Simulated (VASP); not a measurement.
Here is a VASP 6.6.1 calculation.

Contents of INCAR:

```
PREC = Accurate
ENCUT = 520
EDIFF = 1E-6
ISMEAR = 0
SIGMA = 0.01
LREAL = Auto
LASPH = True
NELM = 60
ALGO = Normal
ISIF = 2
LWAVE = False
LCHARG = False
GGA = PE
NELECT = 202.0
NBANDS = 128
```

KPOINTS

```
Automatic mesh
0
Gamma
  1 1 1
  0.25 0.25 0.25
```

The input POSCAR:

```
Al15GeO24
1.0
    2.4039417622      1.3879164235      4.3742070937
   -4.8078835245      2.7758328471      8.7484141875
    0.0000000000     -5.5516656942      8.7484141875
Al Ge O
15 1 24
Direct
    0.6501236098      0.3234754679      0.3184978263
    0.1474104427      0.0737848208      0.0740548555
    0.3557109074      0.1743412180      0.1751107439
    0.6490514739      0.3224147563      0.8267258226
    0.8551215382      0.4257486883      0.9255001844
    0.1517622405      0.0696237233      0.5756507284
    0.3488695252      0.1752386121      0.6802468108
    0.6428874961      0.8275350933      0.3247304708
    0.8534918562      0.9268662558      0.4251966310
    0.1542495367      0.5772156190      0.0663718664
    0.3571184385      0.6793796766      0.1717717628
    0.6482521724      0.8248458607      0.8228736396
    0.8501984000      0.9276035178      0.9263814714
    0.1355102528      0.5772351241      0.5760454702
    0.3482560858      0.6792823010      0.6756336123
    0.8498326920      0.4273332656      0.4251158831
    0.4427478497      0.0292829692      0.3747724855
    0.9440507597      0.1255097011      0.2773150993
    0.0536785259      0.3779202493      0.2202152889
    0.7500962118      0.2228137658      0.0277629453
    0.2494247966      0.2793013533      0.4690092305
    0.5534802016      0.4737986466      0.1238426456
    0.4440262856      0.0282235381      0.8754325624
    0.9446546186      0.1261550161      0.7762549252
    0.0567690298      0.3754726244      0.7205714528
    0.7513986045      0.2226701270      0.5255574013
    0.2501513320      0.2786268845      0.9725134596
    0.5564872575      0.4700674842      0.6246305967
    0.4410010864      0.5278565201      0.3756236857
    0.9405856752      0.6256520229      0.2783351083
    0.0556261985      0.8744164650      0.2221297515
    0.7524861792      0.7225340584      0.0268183013
    0.2496255621      0.7772539529      0.4722827223
    0.5556938454      0.9720681334      0.1254237582
    0.4465805235      0.5284437306      0.8718087059
    0.9454032753      0.6250682004      0.7769867867
    0.0544299989      0.8756910859      0.7221834747
    0.7461043046      0.7232917661      0.5275589151
    0.2496278521      0.7784233275      0.9720612378
    0.5558483989      0.9749797417      0.6234186344
```

Potentials or basis: VASP PAW PBE potentials, release 64 (Al, Ge_d, O).

Command:

```bash
$ cat potpaw_PBE.64/Al/POTCAR potpaw_PBE.64/Ge_d/POTCAR potpaw_PBE.64/O/POTCAR > POTCAR
$ mpirun -np 1 vasp_std > vasp.out
```

(1) Predict the largest force.

Answers

(1) 0.042 eV/Å.

Caveat: the k points lie up to 1.22 Å⁻¹ apart, too coarse for converged energies, forces and pressures; the cell carries a net charge on a neutralising background, which shifts energy and pressure.
